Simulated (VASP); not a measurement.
Input of a VASP 6.6.1 run:

INCAR

```
PREC     = Accurate       # precision mode
ENCUT    = 500            # plane-wave cutoff, eV
EDIFF    = 1E-6           # SCF threshold, eV
ISMEAR   = -1             # smearing method
SIGMA    = 0.1            # smearing width, eV
LREAL    = F              # projectors in reciprocal space
LASPH    = T              # aspherical terms in the spheres
NELM     = 120            # most SCF steps
ALGO     = Normal         # electronic algorithm
ISIF     = 2              # what is computed and relaxed
LWAVE    = F              # write WAVECAR
LCHARG   = F              # write CHGCAR
GGA      = RE             # functional
NBANDS   = 10             # bands
GGA_COMPAT= F
```

File KPOINTS:

```
Automatic mesh
0
Gamma
  10 10 10
```

File POSCAR:

```
Na
1.0
    3.3900890623      0.0000000000      0.0000000000
    0.0000000000      3.3900890623      0.0000000000
    0.0000000000      0.0000000000      3.3900890623
Na
1
Direct
    0.0000000000      0.0000000000      0.0000000000
```

Potentials or basis: VASP PAW PBE potentials, release 64 (Na_pv).

The run is started by

```console
$ cat potpaw_PBE.64/Na_pv/POTCAR > POTCAR
$ mpirun -np 1 vasp_std > vasp.out
```

**Question.** What does it give for the pressure?

**Answer.** 0.5 GPa.

Caveat: the PAW data sets were made with another functional, which shifts forces and pressure a little.
